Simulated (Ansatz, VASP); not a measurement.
**One calculation of BaTiO3, two programs**

```
CELL_PARAMETERS angstrom
4.00600 0.00000 0.00000
0.00000 4.00600 0.00000
0.00000 0.00000 4.00600
ATOMIC_POSITIONS crystal
Ba 0.50000 0.50000 0.50000
Ti 0.00000 0.00000 0.00000
O 0.00000 0.00000 0.50000
O 0.00000 0.50000 0.00000
O 0.50000 0.00000 0.00000
```

Alike in both runs: task single point; functional PBEsol; k mesh 7 × 7 × 7; occupations fermi-dirac, width 0.05 eV; no spin polarisation.

|  | VASP | Ansatz |
| --- | --- | --- |
| version | VASP 6.6.1 | Ansatz 0.2.0 |
| potentials or method | VASP PAW PBE potentials, release 64 (Ba_sv, Ti_sv, O_h) | Ansatz PAW |
| plane-wave cutoff (eV) | 910 | 420 |
| valence electrons in the cell | 40 | 40 |

```tsv
	VASP	Ansatz	Ansatz less VASP
gap on the k mesh at the Fermi level (eV)	1.76	1.82	+0.063
least direct gap on the mesh (eV)	1.84	1.87	+0.025
```

VASP's potentials were made for PBE, not for PBEsol. With one functional, cell and mesh, what is left measures potentials, basis and numerics.

Spin-orbit coupling is off throughout. Noted on VASP's run: the cutoff is short for stress, so the pressure is rough. Noted on Ansatz's run: odd divisions of the mesh miss points on the zone boundary, where band edges often lie, so the gap on the mesh can be too wide.
